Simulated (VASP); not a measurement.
Write the native input for VASP 6.6.1 that does the following.

```yaml
Task: single point
Functional: PBE
Dispersion: D3(BJ)
Potentials_or_basis: VASP PAW PBE potentials, release 64 (Sn_d, O)
Cutoff: 520 eV
k_mesh: 12 × 12 × 4
Occupations: gaussian, width 0.05 eV
Spin: no spin polarisation
Dipole_correction: no
Further_INCAR_settings: ALGO = Normal; EDIFF = 1e-07; NBANDS = 35
```

The structure of SnO2 lies in POSCAR:

```
SnO2
1.0
    3.1309003151      0.0000000000      0.0000000000
   -1.5654501576      2.7114392096      0.0000000000
    0.0000000000      0.0000000000     10.0747363625
Sn O
2 4
Direct
   -0.1949598692      0.0000000000      0.5000000000
    0.1949598692      0.0000000000      0.0000000000
    0.4692314443      0.3333333333      0.4017901351
    0.8641018891      0.3333333333      0.0982098649
    0.1358981109      0.6666666667      0.5982098649
    0.5307685557      0.6666666667      0.9017901351
```

The input as run:

INCAR

```
SYSTEM = SnO2
  PREC = Accurate
  ENCUT = 520
  EDIFF = 1E-7
  ISMEAR = 0
  SIGMA = 0.05
  LREAL = .False.
  LASPH = .True.
  NELM = 100
  ALGO = Normal
  ISIF = 2
  LWAVE = .False.
  LCHARG = .False.
  GGA = PE
  IVDW = 12
  NBANDS = 35
```

KPOINTS

```
regular mesh
0
Gamma
  12 12 4
  0 0 0
```

Potentials or basis: VASP PAW PBE potentials, release 64 (Sn_d, O).

The run is started by

```sh
$ cat potpaw_PBE.64/Sn_d/POTCAR potpaw_PBE.64/O/POTCAR > POTCAR
$ mpirun -np 1 vasp_std > vasp.out
```

Results of the run:

| Property | Result |
| --- | --- |
| Pressure | 12.8 GPa |
| Largest force | 1.068 eV/Å |
| Band gap on the k mesh | 2.69 eV, indirect (least direct gap 3.11 eV) |
| Dispersion energy per atom | -0.179 eV |

Caveat: spin-orbit coupling is left out, which moves the levels of the heavy elements; forces of over 1 eV/Å act on the atoms, so gaps and moduli don't describe the material at rest.

Run time: 5.5 min on 1 thread of Intel(R) Xeon(R) Platinum 8488C (Sapphire Rapids), on a shared host, peak memory 0.43 GiB.
